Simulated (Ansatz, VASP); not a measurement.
# SrTa3: VASP beside Ansatz

INCAR

```
PREC = Accurate ; ENCUT = 600
EDIFF = 1E-6 ; ISMEAR = 0
SIGMA = 0.1 ; LREAL = False
LASPH = True ; NELM = 80
ALGO = Fast ; ISIF = 3
LWAVE = False ; LCHARG = False
GGA = PE ; IBRION = 2
NSW = 90 ; EDIFFG = -0.04
```

Contents of KPOINTS:

```
regular mesh
0
Gamma
  4 4 4
```

The input POSCAR:

```
SrTa3
1.0
    4.3222825941      0.0000000000      0.0000000000
    0.0000000000      4.3222825941      0.0000000000
    0.0000000000      0.0000000000      4.3222825941
Sr Ta
1 3
Direct
    0.0000000000      0.0000000000      0.0000000000
    0.0000000000      0.5000000000      0.5000000000
    0.5000000000      0.0000000000      0.5000000000
    0.5000000000      0.5000000000      0.0000000000
```

Input for Ansatz:

```yaml
crystal:
  lattice:
    - [4.3222825941, 0.0, 0.0]
    - [0.0, 4.3222825941, 0.0]
    - [0.0, 0.0, 4.3222825941]
  atoms:
    - { symbol: Sr, position: [0.0, 0.0, 0.0] }
    - { symbol: Ta, position: [0.0, 0.5, 0.5] }
    - { symbol: Ta, position: [0.5, 0.0, 0.5] }
    - { symbol: Ta, position: [0.5, 0.5, 0.0] }
basis:
  ecutwfc: 420
kpoints:
  mp_grid: { grid: [4, 4, 4] }
hamiltonian:
  xc: pbe
scf:
  occupations: { method: gaussian, width: 0.1 }
  lower_state_search: "off"
output:
  forces: true
  stress: true
  eigenvalues: true
relax:
  adjacent_minimum: "off"
  f_tol: 0.04
  max_steps: 70
  cell: { stress_tol: 0.4 }
```

Alike in both runs: task relaxation of cell and atoms; functional PBE; k mesh 4 × 4 × 4; occupations gaussian, width 0.1 eV; no spin polarisation.

|  | VASP | Ansatz |
| --- | --- | --- |
| version | VASP 6.6.1 | Ansatz 0.2.0 |
| potentials or method | VASP PAW PBE potentials, release 64 (Sr_sv, Ta_pv), cutoff 600 eV | scalar-relativistic, plane waves, PAW |
| valence electrons in the cell | 43 | 49 |

|  | VASP | Ansatz | Ansatz less VASP |
| --- | --- | --- | --- |
| gap on the k mesh at the Fermi level, each at its own relaxed structure (eV) | none | none | - |
| relaxed volume (Å³/atom) | 21.88 | 21.77 | -0.106 |
| relaxed cell length with the largest relative difference (Å) | 4.440 | 4.433 | -0.0072 |

A gap of «none» marks a metal or a gap that the smearing closes. VASP's potentials hold 43 valence electrons a cell and Ansatz's 49, so a difference there can come from the potentials and not from the codes.

The k mesh is coarse, so the values compare programs but aren't converged. Spin-orbit coupling is off throughout.
